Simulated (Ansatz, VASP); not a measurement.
**HfO2 in VASP and in Ansatz**

The input INCAR:

```
SYSTEM = HfO2
PREC     = Accurate       ! precision mode
ENCUT    = 520            ! plane-wave cutoff, eV
EDIFF    = 1E-7           ! SCF threshold, eV
ISMEAR   = 0              ! smearing method
SIGMA    = 0.05           ! smearing width, eV
LREAL    = .False.        ! projectors in reciprocal space
LASPH    = .True.         ! aspherical terms in the spheres
NELM     = 100            ! most SCF steps
ALGO     = Normal         ! electronic algorithm
ISIF     = 2              ! what is computed and relaxed
LWAVE    = .False.        ! write WAVECAR
LCHARG   = .False.        ! write CHGCAR
GGA      = PE             ! functional
NBANDS   = 31             ! bands
```

File KPOINTS:

```
Automatic mesh
0
Gamma
  8 8 12
  0 0 0
```

File POSCAR:

```
HfO2
1.0
    4.8135329900      0.0000000000      0.0000000000
    0.0000000000      4.8135329900      0.0000000000
    0.0000000000      0.0000000000      3.2054154100
Hf O
2 4
Direct
    0.0000000000      0.0000000000      0.0000000000
    0.5000000000      0.5000000000      0.5000000000
    0.1949551200      0.8050448800      0.5000000000
    0.3050448800      0.3050448800      0.0000000000
    0.6949551200      0.6949551200      0.0000000000
    0.8050448800      0.1949551200      0.5000000000
```

Input for Ansatz:

```yaml
crystal:
  lattice:
    - [4.81353299, 0.0, 0.0]
    - [0.0, 4.81353299, 0.0]
    - [0.0, 0.0, 3.20541541]
  atoms:
    - { symbol: Hf, position: [0.0, 0.0, 0.0] }
    - { symbol: Hf, position: [0.5, 0.5, 0.5] }
    - { symbol: O, position: [0.19495512, 0.80504488, 0.5] }
    - { symbol: O, position: [0.30504488, 0.30504488, 0.0] }
    - { symbol: O, position: [0.69495512, 0.69495512, 0.0] }
    - { symbol: O, position: [0.80504488, 0.19495512, 0.5] }
basis:
  ecutwfc: 420
kpoints:
  mp_grid: { grid: [8, 8, 12] }
hamiltonian:
  xc: pbe
scf:
  occupations: { method: gaussian, width: 0.05 }
output:
  forces: true
  eigenvalues: true
  eigenstates:
    nscf_kmesh: { grid: [20, 20, 30] }
    top_band: c6
    de_dk: true
    localisation: true
  stress: true
checkpoint:
  write: ck
  compress: false
  write_wavefunctions: false
  write_every: 100000
```

Alike in both runs: task single point; functional PBE; k mesh 8 × 8 × 12; occupations gaussian, width 0.05 eV; no spin polarisation.

|  | VASP | Ansatz |
| --- | --- | --- |
| version | VASP 6.6.1 | Ansatz 0.2.0 |
| potentials or method | VASP PAW PBE potentials, release 64 (Hf_pv, O), cutoff 520 eV | scalar-relativistic, plane waves, PAW |
| valence electrons in the cell | 44 | 76 |

```tsv
	VASP	Ansatz	Ansatz less VASP
gap on the k mesh at the Fermi level (eV)	3.98	4.04	+0.058
pressure (GPa)	5.6	8.5	+2.94
traceless stress, the component that is largest in VASP (GPa)	0.29	0.79	+0.492
rms of the force components (eV/Å)	0.014	0.038	+0.0238
```

Atom by atom the forces differ by 0.024 eV/Å (rms over components). VASP's potentials hold 44 valence electrons a cell and Ansatz's 76, so a difference there can come from the potentials and not from the codes.

Neither program's run includes spin-orbit coupling.
